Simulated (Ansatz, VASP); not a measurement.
## Mo: VASP beside Ansatz

File INCAR:

```
SYSTEM = Mo
  ALGO = Normal
  EDIFF = 1E-6
  ENCUT = 500
  GGA_COMPAT = .FALSE.
  ISIF = 2
  ISMEAR = -1
  LASPH = .TRUE.
  LCHARG = .TRUE.
  LELF = .TRUE.
  LREAL = .FALSE.
  LVHAR = .TRUE.
  LWAVE = .FALSE.
  NBANDS = 13
  NELM = 120
  PREC = Accurate
  SIGMA = 0.15
```

Contents of KPOINTS:

```
k-points
0
G
  3 3 3
  0 0 0
```

File POSCAR:

```
Mo
1.0
    2.7355100000      0.0000000000      0.0000000000
   -1.3677550000      2.3690210000      0.0000000000
    0.0000000000      0.0000000000      2.5551810000
Mo
1
Direct
    0.0000000000      0.0000000000      0.5000000000
```

Input for Ansatz:

```yaml
crystal:
  lattice:
    - [2.73551, 0.0, 0.0]
    - [-1.367755, 2.369021, 0.0]
    - [0.0, 0.0, 2.555181]
  atoms:
    - { symbol: Mo, position: [0.0, 0.0, 0.5] }
basis:
  ecutwfc: 470.0
kpoints:
  mp_grid:
    grid: [3, 3, 3]
hamiltonian:
  xc: lda
  pseudopotentials:
    kind: paw
scf:
  occupations:
    method: fermi_dirac
    width: 0.15
output:
  forces: true
  stress: true
```

Alike in both runs: task single point; functional LDA; k mesh 3 × 3 × 3; occupations fermi-dirac, width 0.15 eV; no spin polarisation.

|  | VASP | Ansatz |
| --- | --- | --- |
| version | VASP 6.6.1 | Ansatz 0.2.0 |
| potentials or method | VASP PAW LDA potentials, release 64 (Mo_sv), cutoff 500 eV | plane waves, PAW |
| valence electrons in the cell | 14 | 14 |

VASP gave:

- pressure (GPa): -3.2
- traceless stress, the component that is largest in VASP (GPa): -23.06

Q: Which values does Ansatz return?

A: Pressure (GPa): -4.3; traceless stress, the component that is largest in VASP (GPa): -22.72.

LDA's correlation is that of Perdew and Zunger in VASP and of Perdew and Wang (1992) in Ansatz.

The k mesh is coarse, so the values compare programs but aren't converged.
